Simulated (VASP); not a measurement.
Wanted: the native input for a VASP 6.6.1 run.

- Task: single point
- Functional: PBEsol
- Potentials or basis: VASP PAW PBE potentials, release 64 (Al, O)
- Cutoff: 520 eV
- k mesh: 6 × 6 × 6
- Occupations: gaussian, width 0.05 eV
- Spin: no spin polarisation
- Dipole correction: no
- Further INCAR settings: ALGO = Normal; EDIFF = 1e-06; NBANDS = 35

The structure of Al2O3 lies in POSCAR:

```
Al2O3
1.0
    2.2816820698      1.3173297572      4.4930883319
   -2.2816820698      1.3173297572      4.4930883319
    0.0000000000     -2.6346595145      4.4930883319
Al O
4 6
Direct
    0.8520350473      0.8520350473      0.8520350473
    0.6479649527      0.6479649527      0.6479649527
    0.1479649527      0.1479649527      0.1479649527
    0.3520350473      0.3520350473      0.3520350473
    0.0558571577      0.4441428423      0.7500000000
    0.7500000000      0.0558571577      0.4441428423
    0.4441428423      0.7500000000      0.0558571577
    0.9441428423      0.5558571577      0.2500000000
    0.2500000000      0.9441428423      0.5558571577
    0.5558571577      0.2500000000      0.9441428423
```

The input as run:

INCAR

```
  ALGO = Normal
  EDIFF = 1E-6
  ENCUT = 520
  GGA = PS
  ISIF = 2
  ISMEAR = 0
  LASPH = T
  LCHARG = F
  LREAL = F
  LWAVE = F
  NBANDS = 35
  NELM = 80
  PREC = Accurate
  SIGMA = 0.05
```

KPOINTS

```
k-points
0
Gamma
  6 6 6
```

Potentials or basis: VASP PAW PBE potentials, release 64 (Al, O).

Command:

```console
$ cat potpaw_PBE.64/Al/POTCAR potpaw_PBE.64/O/POTCAR > POTCAR
$ mpirun -np 1 vasp_std > vasp.out
```

Results of the run:

The pressure is 16.7 GPa and the largest force is 0.588 eV/Å. The band gap on the k mesh is 6.42 eV.

Caveat: the stress differs along the axes, from -8 to 29 GPa; the PAW data sets were made with another functional, which shifts forces and pressure a little.

Run time: 2.8 min on 1 thread of AMD EPYC 7R13 (shared host), peak memory 0.23 GiB.
